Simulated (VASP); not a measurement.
A run of VASP 6.6.1 is set up as follows.

File INCAR:

```
PREC = Accurate
ENCUT = 520
EDIFF = 1E-6
ISMEAR = -1
SIGMA = 0.02
LREAL = False
LASPH = True
NELM = 80
ALGO = Normal
ISIF = 2
LWAVE = False
LCHARG = False
GGA = PE
NBANDS = 15
```

Contents of KPOINTS:

```
Automatic mesh
0
Gamma
  10 10 10
```

The input POSCAR:

```
CaO
1.0
    0.0000000000      2.3975501265      2.3975501265
    2.3975501265      0.0000000000      2.3975501265
    2.3975501265      2.3975501265      0.0000000000
Ca O
1 1
Direct
    0.0000000000      0.0000000000      0.0000000000
    0.5000000000      0.5000000000      0.5000000000
```

Potentials or basis: VASP PAW PBE potentials, release 64 (Ca_sv, O).

Launch:

```sh
$ cat potpaw_PBE.64/Ca_sv/POTCAR potpaw_PBE.64/O/POTCAR > POTCAR
$ mpirun -np 1 vasp_std > vasp.out
```

(1) Predict the pressure.

(2) Estimate the band gap on the k mesh.

Answers

(1) 3.1 GPa.

(2) 3.63 eV, indirect (least direct gap 4.01 eV).
